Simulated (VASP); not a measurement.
# Ge (Fd-3m) in VASP: single point with PBEsol

Aim: the single point of Ge with PBEsol.

Everything below comes from runs of VASP 6.6.1. Logs are shortened: lines on timing, memory, paths and dates and some standing lists are left out, and cuts for length are marked.

**Experimental background.**

“Electronic and optical properties of SixGe1-x-ySny alloys lattice-matched to Ge”, 2021, arxiv:2109.02782 reports, for a bulk crystal of Ge at 300 K: band gap 0.807 eV (direct).

How close the calculation comes is told below.

## Step 1: The cell of the first run

Symmetry: Fd-3m, No. 227, cubic system. The conventional cell has a = 5.676 Å, b = 5.676 Å, c = 5.676 Å, α = 90.00°, β = 90.00°, γ = 90.00°. Within 3.2 Å of Ge (site symmetry -43m) lie 4 Ge at 2.46 Å.

## Step 2: Single point, PBEsol

The input, INCAR:

```
SYSTEM = Ge
ALGO = Normal
EDIFF = 1E-6
ENCUT = 500
GGA = PS
GGA_COMPAT = .False.
ISIF = 2
ISMEAR = 0
LASPH = .True.
LCHARG = .False.
LREAL = .False.
LWAVE = .False.
NBANDS = 21
NELM = 120
PREC = Accurate
SIGMA = 0.1
```

The input, KPOINTS:

```
k-points
0
Gamma
  20 20 20
  0 0 0
```

The input, POSCAR:

```
Ge
1.0
    0.0000000000      2.8378807273      2.8378807273
    2.8378807273      0.0000000000      2.8378807273
    2.8378807273      2.8378807273      0.0000000000
Ge
2
Direct
    0.5000000000      0.5000000000      0.5000000000
    0.7500000000      0.7500000000      0.7500000000
```

Potentials or basis: VASP PAW PBE potentials, release 64 (Ge_d).

Run with:

```
> cat potpaw_PBE.64/Ge_d/POTCAR > POTCAR
> mpirun -np 1 vasp_std > vasp.out
```

OUTCAR:

```text
SYSTEM = Ge
   EDIFF = 1E-6
   ENCUT = 500
   GGA = PS
   ISIF = 2
   ISMEAR = 0
   LASPH = .True.
   LREAL = .False.
   NELM = 120
   PREC = Accurate

 ion  position               nearest neighbor table
   1  0.500  0.500  0.500-   2 2.46   2 2.46   2 2.46   2 2.46
   2  0.750  0.750  0.750-   1 2.46   1 2.46   1 2.46   1 2.46

  LATTYP: Found a face centered cubic cell.
 ALAT       =     5.6757614546

  Lattice vectors:

 A1 = (   0.0000000000,   2.8378807273,   2.8378807273)
 A2 = (   2.8378807273,   0.0000000000,   2.8378807273)
 A3 = (   2.8378807273,   2.8378807273,   0.0000000000)

Analysis of symmetry for initial positions (statically):
=====================================================================
 Subroutine PRICEL returns:
 Original cell was already a primitive cell.

 Routine SETGRP: Setting up the symmetry group for a
 face centered cubic supercell.

 Subroutine GETGRP returns: Found 48 space group operations
 (whereof 24 operations were pure point group operations)
 out of a pool of 48 trial point group operations.

The static configuration has the point symmetry T_d .
 The point group associated with its full space group is O_h .

Analysis of symmetry for dynamics (positions and initial velocities):
=====================================================================
 Subroutine PRICEL returns:
 Original cell was already a primitive cell.

 Routine SETGRP: Setting up the symmetry group for a
 face centered cubic supercell.

 Subroutine GETGRP returns: Found 48 space group operations
 (whereof 24 operations were pure point group operations)
 out of a pool of 48 trial point group operations.

The dynamic configuration has the point symmetry T_d .
 The point group associated with its full space group is O_h .

 Subroutine INISYM returns: Found 48 space group operations
 (whereof 24 operations are pure point group operations),
 and found     1 'primitive' translations

----------------------------------------------------------------------------------------

                                     Primitive cell

  volume of cell :      45.7101

  direct lattice vectors                    reciprocal lattice vectors
     0.000000000  2.837880727  2.837880727    -0.176187813  0.176187813  0.176187813
     2.837880727  0.000000000  2.837880727     0.176187813 -0.176187813  0.176187813
     2.837880727  2.837880727  0.000000000     0.176187813  0.176187813 -0.176187813

  length of vectors
     4.013369413  4.013369413  4.013369413     0.305166244  0.305166244  0.305166244

  position of ions in fractional coordinates (direct lattice)
     0.500000000  0.500000000  0.500000000
     0.750000000  0.750000000  0.750000000

  ion indices of the primitive-cell ions
   primitive index   ion index
                 1           1
                 2           2

----------------------------------------------------------------------------------------

 KPOINTS: k-points

Automatic generation of k-mesh.
 Grid dimensions read from file:
 generate k-points for:   20   20   20

 Generating k-lattice:

  Cartesian coordinates                     Fractional coordinates (reciprocal lattice)
    -0.008809391  0.008809391  0.008809391     0.050000000  0.000000000  0.000000000
     0.008809391 -0.008809391  0.008809391     0.000000000  0.050000000  0.000000000
     0.008809391  0.008809391 -0.008809391     0.000000000  0.000000000  0.050000000

  Length of vectors
     0.015258312  0.015258312  0.015258312

  Shift w.r.t. Gamma in fractional coordinates (k-lattice)
     0.000000000  0.000000000  0.000000000

 Subroutine IBZKPT returns following result:
 ===========================================

 Found    256 irreducible k-points:

 Following reciprocal coordinates:
            Coordinates               Weight
  0.000000  0.000000  0.000000      1.000000
  0.050000  0.000000  0.000000      8.000000
  0.100000  0.000000  0.000000      8.000000
  0.150000  0.000000  0.000000      8.000000
  0.200000  0.000000  0.000000      8.000000
  0.250000  0.000000  0.000000      8.000000
[... 16 lines left out ...]
 -0.400000  0.050000  0.000000     24.000000
 -0.350000  0.050000  0.000000     24.000000
 [... further k-points ...]
   k-points           NKPTS =    256   k-points in BZ     NKDIM =    256   number of bands    NBANDS=     21
   number of dos      NEDOS =    301   number of ions     NIONS =      2
   total plane-waves  NPLWV =  27000
   dimension x,y,z NGX =    30 NGY =   30 NGZ =   30
   dimension x,y,z NGXF=    60 NGYF=   60 NGZF=   60
   ions per type =               2
   NGX,Y,Z   is equivalent  to a cutoff of  12.43, 12.43, 12.43 a.u.
   NGXF,Y,Z  is equivalent  to a cutoff of  24.85, 24.85, 24.85 a.u.
 SYSTEM =  Ge
   PREC   = accura    normal or accurate (medium, high low for compatibility)
   ISTART =      0    job   : 0-new  1-cont  2-samecut
   ICHARG =      2    charge: 1-file 2-atom 10-const
   ISPIN  =      1    spin polarized calculation?
   LNONCOLLINEAR =      F non collinear calculations
   LSORBIT =      F    spin-orbit coupling
   LASPH  =      T    aspherical Exc in radial PAW
   ENCUT  =  500.0 eV  36.75 Ry    6.06 a.u.   7.32  7.32  7.32*2*pi/ulx,y,z
   NELM   =    120;   NELMIN=  2; NELMDL= -5     # of ELM steps
   EDIFF  = 0.1E-05   stopping-criterion for ELM
   LREAL  =      F    real-space projection
   EDIFFG = 0.1E-04   stopping-criterion for IOM
   NSW    =      0    number of steps for IOM
   IBRION =     -1    ionic relax: 0-MD 1-quasi-New 2-CG
   NFREE  =      0    steps in history (QN), initial steepest desc. (CG)
   ISIF   =      2    stress and relaxation
   ISYM   =      2    0-nonsym 1-usesym 2-fastsym
   POTIM  = 0.5000    time-step for ionic-motion
   TEBEG  =    0.0;   TEEND  =   0.0 temperature during run
   PSTRESS=    0.0 pullay stress
   NELECT =      28.0000    total number of electrons
   NUPDOWN=      -1.0000    fix difference up-down
   EMIN   =  10.00;   EMAX   =-10.00  energy-range for DOS
   EFERMI =   0.00;   METHOD = LEGACY
   ISMEAR =     0;   SIGMA  =   0.10  broadening in eV -4-tet -1-fermi 0-gaus
   EFERMI_NEDOS =   21; number of points for ismear=-14 and -15
   IALGO  =     38    algorithm
   IMIX   =      4    mixing-type and parameters
     AMIX     =   0.40;   BMIX     =  1.00
     AMIX_MAG =   1.60;   BMIX_MAG =  1.00
  volume/ion in A,a.u.               =      22.86       154.23
  Fermi-wavevector in a.u.,A,eV,Ry     =   1.390348  2.627376 26.300963  1.933066
  Thomas-Fermi vector in A             =   2.514291
   LORBIT       =      0    0 simple, 1 ext, 2 COOP (PROOUT), +10 PAW based schemes
   GGA     = PS    functional components
   LHFCALC =     F    Hartree Fock is set to
   AEXX    =    0.0000 exact exchange contribution
   IVDW    =     0    specifies the selected vdW correction
   LEPSILON=     F    determine dielectric tensor
   LRPA    =     F    only Hartree local field effects (RPA)
 non-spin polarized calculation
 Gauss-broadening in eV      SIGMA  =   0.10
  energy-cutoff  :      500.00
  volume of cell :       45.71
 maximum number of plane-waves:      1211
 NGX is ok and might be reduce to    30
   NGX = 15   NGY = 15   NGZ = 15

 number of electron      28.0000014 magnetization

 Free energy of the ion-electron system (eV)
  ---------------------------------------------------
  ext. energy  EPLUGINS =         0.00000000
  ---------------------------------------------------
  free energy    TOTEN  =        -9.87481596 eV

  energy without entropy =       -9.87465960  energy(sigma->0) =       -9.87473778

 E-fermi :   4.8074     XC(G=0): -10.0840

 val. band max:        4.7687742138   @ k =   0.0000   0.0000   0.0000
 cond. band min:       4.8627441605   @ k =   0.5000   0.0000   0.0000
 fundamental gap:      0.0939699467
 Fermi energy:         4.8074159903

 k-point     1 :       0.0000    0.0000    0.0000
  band No.  band energies     occupation
      1     -19.9803      2.00000
      2     -19.9803      2.00000
      3     -19.9803      2.00000
      4     -19.9444      2.00000
      5     -19.9444      2.00000
      6     -19.7374      2.00000
[... 13 lines left out ...]
     20      14.2238      0.00000
     21      14.2238      0.00000

 k-point     2 :       0.0500    0.0000    0.0000
  band No.  band energies     occupation
      1     -19.9820      2.00000
      2     -19.9820      2.00000
      3     -19.9799      2.00000
      4     -19.9422      2.00000
      5     -19.9422      2.00000
      6     -19.7404      2.00000
[... 13 lines left out ...]
     20      13.9335      0.00000
     21      13.9335      0.00000

 k-point     3 :       0.1000    0.0000    0.0000
  band No.  band energies     occupation
      1     -19.9859      2.00000
      2     -19.9859      2.00000
      3     -19.9786      2.00000
      4     -19.9367      2.00000
      5     -19.9367      2.00000
      6     -19.7462      2.00000
[... 13 lines left out ...]
     20      13.4846      0.00000
     21      13.4846      0.00000

 k-point     4 :       0.1500    0.0000    0.0000
  band No.  band energies     occupation
      1     -19.9904      2.00000
      2     -19.9904      2.00000
      3     -19.9768      2.00000
      4     -19.9298      2.00000
      5     -19.9298      2.00000
      6     -19.7523      2.00000
[... 13 lines left out ...]
     20      13.1383      0.00000
     21      13.1383      0.00000

 k-point     5 :       0.2000    0.0000    0.0000
  band No.  band energies     occupation
      1     -19.9946      2.00000
      2     -19.9946      2.00000
      3     -19.9744      2.00000
      4     -19.9228      2.00000
      5     -19.9227      2.00000
      6     -19.7580      2.00000
[... 13 lines left out ...]
     20      12.9733      0.00000
     21      12.9733      0.00000
[... 382 lines left out ...]
     20      15.4188      0.00000
     21      15.8808      0.00000

 k-point    22 :      -0.4500    0.0500    0.0000
  band No.  band energies     occupation
      1     -20.0065      2.00000
      2     -20.0052      2.00000
      3     -19.9598      2.00000
      4     -19.9031      2.00000
      5     -19.9009      2.00000
      6     -19.7744      2.00000
[... 13 lines left out ...]
     20      15.1804      0.00000
     21      15.5305      0.00000

 k-point    23 :      -0.4000    0.0500    0.0000
  band No.  band energies     occupation
      1     -20.0054      2.00000
      2     -20.0053      2.00000
      3     -19.9610      2.00000
      4     -19.9053      2.00000
      5     -19.9008      2.00000
      6     -19.7755      2.00000
[... 13 lines left out ...]
     20      14.3441      0.00000
     21      15.5879      0.00000

 k-point    24 :      -0.3500    0.0500    0.0000
  band No.  band energies     occupation
      1     -20.0049      2.00000
      2     -20.0036      2.00000
      3     -19.9632      2.00000
      4     -19.9083      2.00000
      5     -19.9020      2.00000
      6     -19.7755      2.00000
[... 13 lines left out ...]
     20      13.6068      0.00000
     21      14.8500      0.00000

 [... further k-points ...]
[... 5 lines left out ...]
  --------------------------------------------------------------------------------------
  -------------------------------------------------------------------------------------
  Total       -0.1360914     -0.1360914     -0.1360914      0.0000000      0.0000000     -0.0000000
  in kB       -4.7701147     -4.7701147     -4.7701147      0.0000000      0.0000000     -0.0000000
  external PRESSURE =      -4.7701147 kB  Pullay stress =       0.0000000 kB

 VOLUME and BASIS-vectors are now :
 -----------------------------------------------------------------------------
  energy-cutoff  :      500.00
  volume of cell :       45.71
      direct lattice vectors                 reciprocal lattice vectors
     0.000000000  2.837880727  2.837880727    -0.176187813  0.176187813  0.176187813
     2.837880727  0.000000000  2.837880727     0.176187813 -0.176187813  0.176187813
     2.837880727  2.837880727  0.000000000     0.176187813  0.176187813 -0.176187813

 POSITION                                       TOTAL-FORCE (eV/Angst)
 -----------------------------------------------------------------------------------
      2.83788      2.83788      2.83788         0.000000     -0.000000      0.000000
      4.25682      4.25682      4.25682        -0.000000      0.000000     -0.000000
 -----------------------------------------------------------------------------------
    total drift:                                0.000000     -0.000000     -0.000000

  FREE ENERGIE OF THE ION-ELECTRON SYSTEM (eV)
  ---------------------------------------------------
  free  energy   TOTEN  =        -9.8748159622 eV

  energy  without entropy=       -9.8746595985  energy(sigma->0) =       -9.87473778
```

Wall time 5 min (1 thread of Intel Xeon 8259CL, shared host); peak memory 0.31 GiB.

Results:

```
Free energy            : -9.8748 eV
Pressure               : -0.5 GPa
Band gap on the k mesh : zero (filled and empty bands touch)
```

Caveat: the PAW data sets were made with another functional, which shifts forces and pressure a little.

## Step 3: Comparison with measurements

Step 2. Measured gap of Ge: 0.807 eV (direct; 300 K; “Electronic and optical properties of SixGe1-x-ySny alloys lattice-matched to Ge”, 2021, arxiv:2109.02782). This calculation gives 0.00 eV (-0.81 eV). 3 values of this kind are on record (0.666 to 0.807 eV); this one was drawn at random among those near their median. Spin-orbit coupling on Ge is left out. The value is that of PBEsol on a finite k mesh, which can miss the band edges, without temperature or zero-point motion. Semilocal functionals fall short of measured gaps as a rule.
